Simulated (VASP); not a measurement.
Crystal: ZnSe.

```xyz
2
Lattice="0.0000 2.8324 2.8324 2.8324 0.0000 2.8324 2.8324 2.8324 0.0000" Properties=species:S:1:pos:R:3 pbc="T T T"
Zn    0.0000    0.0000    0.0000
Se    1.4162    1.4162    1.4162
```

Base run:

| Quantity | Value |
| --- | --- |
| Program | VASP 6.6.1 |
| Functional | r2SCAN |
| Potentials or basis | VASP PAW PBE potentials, release 64 (Zn, Se) |
| Cutoff | 520 eV |
| k mesh | 6 × 6 × 6 |
| Occupations | gaussian, width 0.01 eV |
| Spin | no spin polarisation |

Its results: band gap on the k mesh 1.87 eV, direct; pressure 0.1 GPa.

Question: The run is repeated on the same cell with these changes: k mesh from 6 × 6 × 6 to 6 × 6 × 6, shifted; further incar settings from ALGO = Normal; EDIFF = 1e-06; NBANDS = 16 to ALGO = Normal; EDIFF = 1e-06; NBANDS = 16; ISYM = 0. What comes out?

Answer: Band gap on the k mesh 2.49 eV, direct; pressure 0.1 GPa.

Caveats: the PAW data sets were made with another functional, which shifts forces and pressure a little.

A k mesh can miss the band edges.
